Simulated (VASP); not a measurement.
Set up this calculation in VASP 6.6.1, as the native input.

```yaml
Task: relaxation of cell and atoms
Functional: r2SCAN
Potentials_or_basis: VASP PAW PBE potentials, release 64 (Pd)
Cutoff: 600 eV
k_mesh: 6 × 6 × 6
Occupations: gaussian, width 0.1 eV
Spin: no spin polarisation
Dipole_correction: no
Further_INCAR_settings: ALGO = Normal; EDIFF = 1e-07; IBRION = 2; EDIFFG = -0.04; NSW = 90; ISIF = 3
```

The system is Pd.

```
Pd
1.0
     2.50586    0.00000    0.00000
     0.00000    2.50586    0.00000
     0.00000    0.00000    2.50586
Pd
1
Direct
  0.00000 0.00000 0.00000
```

One way to write it, as run:

POSCAR

```
Pd
1.0
    2.5058634109      0.0000000000      0.0000000000
    0.0000000000      2.5058634109      0.0000000000
    0.0000000000      0.0000000000      2.5058634109
Pd
1
Direct
    0.0000000000      0.0000000000      0.0000000000
```

INCAR.step1

```
SYSTEM = Pd
PREC     = Accurate       ! precision mode
ENCUT    = 600            ! plane-wave cutoff, eV
ISMEAR   = 0              ! smearing method
SIGMA    = 0.1            ! smearing width, eV
LREAL    = .False.        ! projectors in reciprocal space
LASPH    = .True.         ! aspherical terms in the spheres
NELM     = 80             ! most SCF steps
GGA      = PE             ! functional
ALGO     = Normal         ! electronic algorithm
EDIFF    = 1E-4           ! SCF threshold, eV
LWAVE    = .True.         ! write WAVECAR
LCHARG   = .False.        ! write CHGCAR
```

INCAR.step2

```
SYSTEM = Pd
PREC     = Accurate       ! precision mode
ENCUT    = 600            ! plane-wave cutoff, eV
EDIFF    = 1E-7           ! SCF threshold, eV
ISMEAR   = 0              ! smearing method
SIGMA    = 0.1            ! smearing width, eV
LREAL    = .False.        ! projectors in reciprocal space
LASPH    = .True.         ! aspherical terms in the spheres
NELM     = 80             ! most SCF steps
ALGO     = Normal         ! electronic algorithm
ISIF     = 3              ! what is computed and relaxed
LWAVE    = .False.        ! write WAVECAR
LCHARG   = .False.        ! write CHGCAR
METAGGA  = R2SCAN         ! meta-GGA
LMIXTAU  = .True.       
IBRION   = 2              ! ionic algorithm
NSW      = 90             ! ionic steps
EDIFFG   = -0.04          ! ionic threshold
ISTART   = 1
```

KPOINTS

```
regular mesh
0
Gamma
  6 6 6
  0 0 0
```

Potentials or basis: VASP PAW PBE potentials, release 64 (Pd).

Launch:

```sh
$ cat potpaw_PBE.64/Pd/POTCAR > POTCAR
$ cp INCAR.step1 INCAR
$ mpirun -np 1 vasp_std > vasp.out
$ cp INCAR.step2 INCAR
$ mpirun -np 1 vasp_std > vasp.out
```

Results of the run:

* Relaxed volume: 17.41 Å³/atom
* Relaxed cell: a = 2.592 Å, b = 2.592 Å, c = 2.592 Å, α = 90.00°, β = 90.00°, γ = 90.00°
* Space group after relaxing (to 0.05 Å): Pm-3m (No. 221)
* Energy gained by relaxing: 85.8 meV/atom
* Ionic steps: 4
* Pressure after relaxing: -0.1 GPa
* Band gap on the k mesh: zero (band 5 reaches 8.70 eV, above the bottom of band 6 at 6.68 eV)

Caveat: the k points lie up to 0.40 Å⁻¹ apart in the final cell; the PAW data sets were made with another functional, which shifts forces and pressure a little.

Wall time 30 s on 1 thread of Intel(R) Xeon(R) 6975P-C (Granite Rapids), on a shared host, peak memory 0.14 GiB.
